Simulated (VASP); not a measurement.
# Zr3TiN4 in VASP: a series of runs, part 2 of 2

VASP 6.6.1. The steps go on from the part before.

## Step 4: Single point, PBE

This run uses another cell than the first one, of 11.60 Å³/atom.

Contents of INCAR:

```
SYSTEM = Zr3TiN4
  ALGO = Normal
  EDIFF = 1E-6
  ENCUT = 520
  GGA = PE
  ISIF = 2
  ISMEAR = 0
  LASPH = .TRUE.
  LCHARG = .FALSE.
  LREAL = .FALSE.
  LWAVE = .FALSE.
  NBANDS = 44
  NELM = 100
  PREC = Accurate
  SIGMA = 0.2
```

Contents of KPOINTS:

```
k-points
0
G
  6 6 6
  0 0 0
```

Contents of POSCAR:

```
Zr3TiN4
1.0
    4.5272712053     -0.0003905622     -0.0015119234
   -0.0003907794      4.5279875238      0.0000287532
   -0.0015109107      0.0000300241      4.5281326354
Zr Ti N
3 1 4
Direct
    0.0000077499      0.0000057248      0.4999972092
    0.4999932169     -0.0000026495     -0.0000048199
   -0.0000093884      0.4999996876      0.0000000644
    0.4999857922      0.4999913501      0.4999915682
    0.4999952246      0.5000023348      0.0000266850
    0.0000290680      0.4999996920      0.4999943316
    0.5000022837      0.0000023109      0.4999907284
   -0.0000039469      0.0000015491      0.0000042331
```

Potentials or basis: VASP PAW PBE potentials, release 64 (Zr_sv, Ti_sv, N).

Run with:

```bash
$ cat potpaw_PBE.64/Zr_sv/POTCAR potpaw_PBE.64/Ti_sv/POTCAR potpaw_PBE.64/N/POTCAR > POTCAR
$ mpirun -np 1 vasp_std > vasp.out
```

OUTCAR:

```text
SYSTEM = Zr3TiN4
   EDIFF = 1E-6
   ENCUT = 520
   GGA = PE
   ISIF = 2
   ISMEAR = 0
   LASPH = .TRUE.
   LREAL = .FALSE.
   NELM = 100
   PREC = Accurate

 ion  position               nearest neighbor table
   1  0.000  0.000  0.500-   7 2.26   7 2.26   6 2.26   6 2.26   8 2.26   8 2.26   2 3.20   2 3.20
                             4 3.20   4 3.20   4 3.20   3 3.20   4 3.20   3 3.20   3 3.20   3 3.20
   2  0.500  1.000  1.000-   8 2.26   8 2.26   5 2.26   5 2.26   7 2.26   7 2.26   1 3.20   1 3.20
                             3 3.20   3 3.20   3 3.20   4 3.20   4 3.20   3 3.20   4 3.20   4 3.20
   3  1.000  0.500  0.000-   5 2.26   5 2.26   8 2.26   8 2.26   6 2.26   6 2.26   4 3.20   4 3.20
                             2 3.20   2 3.20   1 3.20   2 3.20   2 3.20   1 3.20   1 3.20   1 3.20
[... 1353 lines left out ...]
  external PRESSURE =       2.8740358 kB  Pullay stress =       0.0000000 kB

 VOLUME and BASIS-vectors are now :
 -----------------------------------------------------------------------------
  energy-cutoff  :      520.00
  volume of cell :       92.82
      direct lattice vectors                 reciprocal lattice vectors
     4.527271205 -0.000390562 -0.001511923     0.220883635  0.000019062  0.000073703
    -0.000390779  4.527987524  0.000028753     0.000019052  0.220848667 -0.000001458
    -0.001510911  0.000030024  4.528132635     0.000073752 -0.000001396  0.220841612

 POSITION                                       TOTAL-FORCE (eV/Angst)
 -----------------------------------------------------------------------------------
     -0.00072      0.00004      2.26405        -0.000456     -0.000397      0.000259
      2.26170      4.52781      4.52738         0.000508      0.000226      0.000192
      4.52703      2.26360     -0.00150         0.000527      0.000128     -0.000021
      2.26262      2.26377      2.26329         0.000604      0.000337      0.000339
      2.26342      2.26381     -0.00062        -0.000079     -0.000234     -0.000960
     -0.00082      2.26401      2.26405        -0.001044      0.000130      0.000260
      2.26289     -0.00017      2.26327        -0.000037     -0.000099      0.000333
      4.52725     -0.00038     -0.00149        -0.000025     -0.000091     -0.000402
 -----------------------------------------------------------------------------------
    total drift:                               -0.000010     -0.000008      0.000020

  FREE ENERGIE OF THE ION-ELECTRON SYSTEM (eV)
  ---------------------------------------------------
  free  energy   TOTEN  =       -80.3785919308 eV

  energy  without entropy=      -80.3108039147  energy(sigma->0) =      -80.34469792
```

OSZICAR:

```text
N       E                     dE             d eps       ncg     rms          rms(c)
DAV:   1     0.805915333718E+03    0.80592E+03   -0.35217E+04  9856   0.169E+03
DAV:   2     0.115537594612E+02   -0.79436E+03   -0.76139E+03 10436   0.505E+02
DAV:   3    -0.892109358959E+02   -0.10076E+03   -0.98683E+02 14332   0.160E+02
DAV:   4    -0.962184625711E+02   -0.70075E+01   -0.69798E+01 14696   0.383E+01
DAV:   5    -0.965880353367E+02   -0.36957E+00   -0.36935E+00 14408   0.788E+00    0.435E+01
DAV:   6    -0.826505390939E+02    0.13937E+02   -0.12082E+02 13916   0.504E+01    0.231E+01
DAV:   7    -0.824578506924E+02    0.19269E+00   -0.88327E+01 14872   0.441E+01    0.151E+01
DAV:   8    -0.809417551063E+02    0.15161E+01   -0.87353E+00 13872   0.132E+01    0.996E+00
DAV:   9    -0.808229485611E+02    0.11881E+00   -0.90927E+00 15356   0.127E+01    0.615E+00
DAV:  10    -0.803736777082E+02    0.44927E+00   -0.33578E+00 14700   0.830E+00    0.853E-01
DAV:  11    -0.803820143201E+02   -0.83366E-02   -0.74889E-02 13148   0.118E+00    0.545E-01
DAV:  12    -0.803798906057E+02    0.21237E-02   -0.80143E-03 14296   0.453E-01    0.308E-01
DAV:  13    -0.803787057072E+02    0.11849E-02   -0.12038E-02 15792   0.454E-01    0.978E-02
DAV:  14    -0.803786142279E+02    0.91479E-04   -0.15263E-03 14460   0.180E-01    0.389E-02
DAV:  15    -0.803785919707E+02    0.22257E-04   -0.12705E-04 12808   0.547E-02    0.108E-02
DAV:  16    -0.803785918747E+02    0.96014E-07   -0.16017E-05 12892   0.167E-02    0.645E-03
DAV:  17    -0.803785919308E+02   -0.56099E-07   -0.89944E-07  8012   0.505E-03
   1 F= -.80378592E+02 E0= -.80344698E+02  d E =-.677880E-01
```

Run time: 4.9 min. Hardware: 1 thread of Intel Xeon 6975P-C (Granite Rapids), shared host; peak memory 0.48 GiB.

Results:

```
Free energy            : -80.3786 eV
Pressure               : 0.3 GPa
Band gap on the k mesh : zero (bands 34 and 35 overlap by 3.80 eV)
```

## Step 5: The runs side by side

| cell | k mesh | smearing | gap on the mesh (eV) | pressure (GPa) |
| --- | --- | --- | --- | --- |
| a = 4.616 Å, 8 atoms | 8 × 8 × 8 | gaussian 0.1 eV | none | -12.7 |
| a = 4.673 Å, 8 atoms | 8 × 8 × 8 | gaussian 0.1 eV | none | -19.3 |
| a = 4.527, b = 4.528, c = 4.528 Å, 8 atoms | 6 × 6 × 6 | gaussian 0.2 eV | none | 0.3 |

Alike in all rows: task single point; level PBE; potentials or basis VASP PAW PBE potentials, release 64 (Zr_sv, Ti_sv, N); no spin polarisation; cutoff (eV) 520.

Caveats: the cell stands under tension (at least some runs).

Absolute energies hang on the potentials; compare differences alone.
